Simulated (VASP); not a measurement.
# Ca (P6_3/mmc) in VASP: notebook, part 2 of 2

VASP 6.6.1.

## (3) Single point, PBEsol

This run uses another cell than the first one: it holds 6 atoms, not 2.

INCAR reads:

```
ALGO = Fast
EDIFF = 1E-6
ENCUT = 520
GGA = PS
ISIF = 2
ISMEAR = 0
LASPH = T
LCHARG = F
LREAL = F
LWAVE = F
NBANDS = 39
NELM = 60
PREC = Accurate
SIGMA = 0.1
```

KPOINTS reads:

```
k-points
0
Gamma
  12 12 3
```

POSCAR reads:

```
Ca
1.0
    3.8535518264      0.0000000000      0.0000000000
   -1.9267759132      3.3372737765      0.0000000000
    0.0000000000      0.0000000000     18.9479149628
Ca
6
Direct
    0.0000000000      0.0000000000      0.0000000000
    0.3333333333      0.6666666667      0.1669008760
    0.6666666667      0.3333333333      0.3330991240
    0.0000000000      0.0000000000      0.5000000000
    0.6666666667      0.3333333333      0.6669008760
    0.3333333333      0.6666666667      0.8330991240
```

Potentials or basis: VASP PAW PBE potentials, release 64 (Ca_sv).

On the command line:

```
> cat potpaw_PBE.64/Ca_sv/POTCAR > POTCAR
> mpirun -np 1 vasp_std > vasp.out
```

OUTCAR:

```text
EDIFF = 1E-6
   ENCUT = 520
   GGA = PS
   ISIF = 2
   ISMEAR = 0
   LASPH = T
   LREAL = F
   NELM = 60
   PREC = Accurate

 ion  position               nearest neighbor table
   1  0.000  0.000  0.000-
   2  0.333  0.667  0.167-
   3  0.667  0.333  0.333-
   4  0.000  0.000  0.500-
   5  0.667  0.333  0.667-
   6  0.333  0.667  0.833-

  LATTYP: Found a hexagonal cell.
 ALAT       =     3.8535518264
 C/A-ratio  =     4.9170001641

  Lattice vectors:

 A1 = (   3.8535518264,   0.0000000000,   0.0000000000)
 A2 = (  -1.9267759132,   3.3372737765,   0.0000000000)
 A3 = (   0.0000000000,   0.0000000000,  18.9479149628)

Analysis of symmetry for initial positions (statically):
=====================================================================
 Subroutine PRICEL returns:
 Original cell was already a primitive cell.

 Routine SETGRP: Setting up the symmetry group for a
 hexagonal supercell.

 Subroutine GETGRP returns: Found 24 space group operations
 (whereof 12 operations were pure point group operations)
 out of a pool of 24 trial point group operations.

The static configuration has the point symmetry D_3h.
 The point group associated with its full space group is D_6h.

Analysis of symmetry for dynamics (positions and initial velocities):
=====================================================================
 Subroutine PRICEL returns:
 Original cell was already a primitive cell.

 Routine SETGRP: Setting up the symmetry group for a
 hexagonal supercell.

 Subroutine GETGRP returns: Found 24 space group operations
 (whereof 12 operations were pure point group operations)
 out of a pool of 24 trial point group operations.

The dynamic configuration has the point symmetry D_3h.
 The point group associated with its full space group is D_6h.

 Subroutine INISYM returns: Found 24 space group operations
 (whereof 12 operations are pure point group operations),
 and found     1 'primitive' translations

----------------------------------------------------------------------------------------

                                     Primitive cell

  volume of cell :     243.6770

  direct lattice vectors                    reciprocal lattice vectors
     3.853551826  0.000000000  0.000000000     0.259500857  0.149822889  0.000000000
    -1.926775913  3.337273777  0.000000000     0.000000000  0.299645779  0.000000000
     0.000000000  0.000000000 18.947914963     0.000000000  0.000000000  0.052776255

  length of vectors
     3.853551826  3.853551826 18.947914963     0.299645779  0.299645779  0.052776255

  position of ions in fractional coordinates (direct lattice)
     0.000000000  0.000000000  0.000000000
     0.333333333  0.666666667  0.166900876
     0.666666667  0.333333333  0.333099124
     0.000000000  0.000000000  0.500000000
     0.666666667  0.333333333  0.666900876
     0.333333333  0.666666667  0.833099124

  ion indices of the primitive-cell ions
[... 27 lines left out ...]
     0.000000000  0.000000000  0.000000000

 Subroutine IBZKPT returns following result:
 ===========================================

 Found     38 irreducible k-points:

 Following reciprocal coordinates:
            Coordinates               Weight
  0.000000  0.000000  0.000000      1.000000
  0.083333  0.000000  0.000000      6.000000
  0.166667  0.000000  0.000000      6.000000
  0.250000 -0.000000  0.000000      6.000000
  0.333333  0.000000  0.000000      6.000000
  0.416667  0.000000  0.000000      6.000000
[... 16 lines left out ...]
  0.250000 -0.000000  0.333333     12.000000
  0.333333  0.000000  0.333333     12.000000
 [... further k-points ...]
   k-points           NKPTS =     38   k-points in BZ     NKDIM =     38   number of bands    NBANDS=     39
   number of dos      NEDOS =    301   number of ions     NIONS =      6
   total plane-waves  NPLWV = 129600
   dimension x,y,z NGX =    30 NGY =   30 NGZ =  144
   dimension x,y,z NGXF=    60 NGYF=   60 NGZF=  288
   ions per type =               6
   NGX,Y,Z   is equivalent  to a cutoff of  12.94, 12.94, 12.63 a.u.
   NGXF,Y,Z  is equivalent  to a cutoff of  25.88, 25.88, 25.27 a.u.
 SYSTEM =  unknown system
   PREC   = accura    normal or accurate (medium, high low for compatibility)
   ISTART =      0    job   : 0-new  1-cont  2-samecut
   ICHARG =      2    charge: 1-file 2-atom 10-const
   ISPIN  =      1    spin polarized calculation?
   LNONCOLLINEAR =      F non collinear calculations
   LSORBIT =      F    spin-orbit coupling
   LASPH  =      T    aspherical Exc in radial PAW
   ENCUT  =  520.0 eV  38.22 Ry    6.18 a.u.   7.17  7.17 35.23*2*pi/ulx,y,z
   NELM   =     60;   NELMIN=  2; NELMDL= -5     # of ELM steps
   EDIFF  = 0.1E-05   stopping-criterion for ELM
   LREAL  =      F    real-space projection
   EDIFFG = 0.1E-04   stopping-criterion for IOM
   NSW    =      0    number of steps for IOM
   IBRION =     -1    ionic relax: 0-MD 1-quasi-New 2-CG
   NFREE  =      0    steps in history (QN), initial steepest desc. (CG)
   ISIF   =      2    stress and relaxation
   ISYM   =      2    0-nonsym 1-usesym 2-fastsym
   POTIM  = 0.5000    time-step for ionic-motion
   TEBEG  =    0.0;   TEEND  =   0.0 temperature during run
   PSTRESS=    0.0 pullay stress
   NELECT =      60.0000    total number of electrons
   NUPDOWN=      -1.0000    fix difference up-down
   EMIN   =  10.00;   EMAX   =-10.00  energy-range for DOS
   EFERMI =   0.00;   METHOD = LEGACY
   ISMEAR =     0;   SIGMA  =   0.10  broadening in eV -4-tet -1-fermi 0-gaus
   EFERMI_NEDOS =   21; number of points for ismear=-14 and -15
   IALGO  =     68    algorithm
   IMIX   =      4    mixing-type and parameters
     AMIX     =   0.40;   BMIX     =  1.00
     AMIX_MAG =   1.60;   BMIX_MAG =  1.00
  volume/ion in A,a.u.               =      40.61       274.07
  Fermi-wavevector in a.u.,A,eV,Ry     =   1.026094  1.939036 14.325147  1.052869
  Thomas-Fermi vector in A             =   2.159969
   LORBIT       =      0    0 simple, 1 ext, 2 COOP (PROOUT), +10 PAW based schemes
   GGA     = PS    functional components
   LHFCALC =     F    Hartree Fock is set to
   AEXX    =    0.0000 exact exchange contribution
   IVDW    =     0    specifies the selected vdW correction
   LEPSILON=     F    determine dielectric tensor
   LRPA    =     F    only Hartree local field effects (RPA)
 non-spin polarized calculation
 RMM-DIIS sequential band-by-band and
 Gauss-broadening in eV      SIGMA  =   0.10
  energy-cutoff  :      520.00
  volume of cell :      243.68
 maximum number of plane-waves:      6627
 NGX is ok and might be reduce to    30

 number of electron      60.0000003 magnetization

 Free energy of the ion-electron system (eV)
  ---------------------------------------------------
  ext. energy  EPLUGINS =         0.00000000
  ---------------------------------------------------
  free energy    TOTEN  =       -12.80486632 eV

  energy without entropy =      -12.76028874  energy(sigma->0) =      -12.78257753

 E-fermi :   2.0641     XC(G=0):  -7.9324

 val. band max:        2.0637749050   @ k =   0.5000  -0.0000   0.3333
 cond. band min:       2.0695482561   @ k =   0.3333   0.0000   0.0000
 fundamental gap:      0.0057733511
 Fermi energy:         2.0641439370

 k-point     1 :       0.0000    0.0000    0.0000
  band No.  band energies     occupation
      1     -39.7064      2.00000
      2     -39.7051      2.00000
      3     -39.6963      2.00000
      4     -39.6930      2.00000
      5     -39.6878      2.00000
      6     -39.6859      2.00000
[... 997 lines left out ...]
     38       3.2884      0.00000
     39       3.7565      0.00000

 [... further k-points ...]

------------------------ aborting loop because EDIFF is reached ----------------------------------------

  FORCE on cell =-STRESS in cart. coord.  units (eV):
  Direction    XX          YY          ZZ          XY          YZ          ZX
  --------------------------------------------------------------------------------------
  -------------------------------------------------------------------------------------
  Total        0.0094527      0.0094527      0.0154976      0.0000000      0.0000000      0.0000000
  in kB        0.0621519      0.0621519      0.1018966      0.0000000      0.0000000      0.0000000
  external PRESSURE =       0.0754001 kB  Pullay stress =       0.0000000 kB

 VOLUME and BASIS-vectors are now :
 -----------------------------------------------------------------------------
  energy-cutoff  :      520.00
  volume of cell :      243.68
      direct lattice vectors                 reciprocal lattice vectors
     3.853551826  0.000000000  0.000000000     0.259500857  0.149822889  0.000000000
    -1.926775913  3.337273777  0.000000000     0.000000000  0.299645779  0.000000000
     0.000000000  0.000000000 18.947914963     0.000000000  0.000000000  0.052776255

 POSITION                                       TOTAL-FORCE (eV/Angst)
 -----------------------------------------------------------------------------------
      0.00000      0.00000      0.00000         0.000000     -0.000000     -0.000000
     -0.00000      2.22485      3.16242         0.000000     -0.000000      0.000707
      1.92678      1.11242      6.31153        -0.000000     -0.000000     -0.000707
      0.00000      0.00000      9.47396         0.000000     -0.000000     -0.000000
      1.92678      1.11242     12.63638        -0.000000      0.000000      0.000707
     -0.00000      2.22485     15.78549         0.000000     -0.000000     -0.000707
 -----------------------------------------------------------------------------------
    total drift:                                0.000000     -0.000000      0.000000

  FREE ENERGIE OF THE ION-ELECTRON SYSTEM (eV)
  ---------------------------------------------------
  free  energy   TOTEN  =       -12.8048663151 eV

  energy  without entropy=      -12.7602887431  energy(sigma->0) =      -12.78257753
```

OSZICAR:

```text
N       E                     dE             d eps       ncg     rms          rms(c)
DAV:   1     0.615828844714E+03    0.61583E+03   -0.29060E+04  2972   0.141E+03
DAV:   2     0.264889547592E+02   -0.58934E+03   -0.58174E+03  3041   0.433E+02
DAV:   3    -0.790862872179E+01   -0.34398E+02   -0.33392E+02  4504   0.781E+01
DAV:   4    -0.125349068786E+02   -0.46263E+01   -0.45797E+01  4809   0.231E+01
DAV:   5    -0.128589534320E+02   -0.32405E+00   -0.32308E+00  4204   0.487E+00    0.577E+00
RMM:   6    -0.128189138648E+02    0.40040E-01   -0.12908E-01  3827   0.227E+00    0.347E+00
RMM:   7    -0.127978570706E+02    0.21057E-01   -0.14628E-01  3906   0.322E+00    0.204E-01
RMM:   8    -0.128025118927E+02   -0.46548E-02   -0.65533E-02  4196   0.127E+00    0.247E-01
RMM:   9    -0.128040373436E+02   -0.15255E-02   -0.15678E-02  4345   0.544E-01    0.877E-02
RMM:  10    -0.128046242685E+02   -0.58692E-03   -0.56134E-03  4329   0.270E-01    0.992E-02
RMM:  11    -0.128047404967E+02   -0.11623E-03   -0.16377E-03  5206   0.132E-01    0.197E-02
RMM:  12    -0.128048091531E+02   -0.68656E-04   -0.70049E-04  5656   0.642E-02    0.218E-02
RMM:  13    -0.128048422466E+02   -0.33094E-04   -0.28029E-04  5592   0.425E-02    0.173E-03
RMM:  14    -0.128048543931E+02   -0.12146E-04   -0.11387E-04  5004   0.255E-02    0.606E-04
RMM:  15    -0.128048599570E+02   -0.55639E-05   -0.60536E-05  4833   0.179E-02    0.453E-03
RMM:  16    -0.128048649762E+02   -0.50192E-05   -0.26165E-05  4243   0.145E-02    0.315E-03
RMM:  17    -0.128048655880E+02   -0.61179E-06   -0.17940E-05  3396   0.101E-02    0.146E-03
RMM:  18    -0.128048663151E+02   -0.72716E-06   -0.75448E-06  2970   0.738E-03
   1 F= -.12804866E+02 E0= -.12782578E+02  d E =-.445776E-01
```

stdout:

```text
POSCAR found type information on POSCAR Ca
 POSCAR found :  1 types and       6 ions
 scaLAPACK will be used
 -----------------------------------------------------------------------------
|                                                                             |
|                                                                             |
|     You enforced a specific xc type in the INCAR file but a different       |
|     I HOPE YOU KNOW WHAT YOU ARE DOING!                                     |
|                                                                             |
 -----------------------------------------------------------------------------

 LDA part: xc-table for (Slater+PW92), standard interpolation
 POSCAR, INCAR and KPOINTS ok, starting setup
 FFT: planning ... GRIDC
 FFT: planning ... GRID_SOFT
 FFT: planning ... GRID
 WAVECAR not read
 entering main loop
WARNING in EDDRMM: call to ZHEGV failed, returncode =   6  3     35
WARNING in EDDRMM: call to ZHEGV failed, returncode =   6  3     30
WARNING in EDDRMM: call to ZHEGV failed, returncode =   8  4     10
WARNING in EDDRMM: call to ZHEGV failed, returncode =   8  4     27
WARNING in EDDRMM: call to ZHEGV failed, returncode =   8  4      7
WARNING in EDDRMM: call to ZHEGV failed, returncode =   6  3     22
WARNING in EDDRMM: call to ZHEGV failed, returncode =   8  4     24
WARNING in EDDRMM: call to ZHEGV failed, returncode =   8  4     17
WARNING in EDDRMM: call to ZHEGV failed, returncode =   6  3     27
WARNING in EDDRMM: call to ZHEGV failed, returncode =   8  4     22
WARNING in EDDRMM: call to ZHEGV failed, returncode =   6  3     20
```

Run time: 5.5 min. Hardware: 1 thread of Oxide Virtual Turin-like, shared host; peak memory 0.46 GiB.

What came out:

* Free energy: -12.8049 eV
* Pressure: 0.0 GPa
* Band gap on the k mesh: zero (bands 30 and 31 overlap by 0.36 eV)

Caveat: the PAW data sets were made with another functional, which shifts forces and pressure a little.

The gap in the log of VASP goes by the Fermi energy; the results here count the filled bands.